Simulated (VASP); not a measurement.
Set up this calculation in VASP 6.6.1, as the native input.

```
Task                   : single point
Functional             : PBE
Potentials or basis    : VASP PAW PBE potentials, release 64 (Au, Br, Cl)
Cutoff                 : 520 eV
k mesh                 : 12 × 12 × 12
Occupations            : gaussian, width 0.1 eV
Spin                   : no spin polarisation
Dipole correction      : no
Further INCAR settings : ALGO = Normal; EDIFF = 1e-07; NBANDS = 26
```

The structure of Au2BrCl lies in POSCAR:

```
Au2BrCl
1.0
    2.0208835522      1.1667576629      6.5272496068
   -2.0208835522      1.1667576629      6.5272496068
    0.0000000000     -2.3335153257      6.5272496068
Au Br Cl
2 1 1
Direct
    0.2514420842      0.2514420842      0.2514420842
    0.7485579158      0.7485579158      0.7485579158
    0.5000000000      0.5000000000      0.5000000000
    0.0000000000      0.0000000000      0.0000000000
```

The input as run:

INCAR

```
  PREC = Accurate
  ENCUT = 520
  EDIFF = 1E-7
  ISMEAR = 0
  SIGMA = 0.1
  LREAL = F
  LASPH = T
  NELM = 80
  ALGO = Normal
  ISIF = 2
  LWAVE = F
  LCHARG = F
  GGA = PE
  NBANDS = 26
```

KPOINTS

```
regular mesh
0
Gamma
  12 12 12
```

Potentials or basis: VASP PAW PBE potentials, release 64 (Au, Br, Cl).

Launch:

```console
$ cat potpaw_PBE.64/Au/POTCAR potpaw_PBE.64/Br/POTCAR potpaw_PBE.64/Cl/POTCAR > POTCAR
$ mpirun -np 1 vasp_std > vasp.out
```

It gave:

```yaml
Pressure: -0.1 GPa
Band_gap_on_the_k_mesh: zero (bands 18 and 19 overlap by 0.21 eV)
```

Caveat: spin-orbit coupling is left out, which moves the levels of the heavy elements.

It took 18 min on 1 thread of Intel(R) Xeon(R) Platinum 8259CL CPU @ 2.50GHz (Skylake/Cascade Lake) (shared host), peak memory 0.71 GiB.
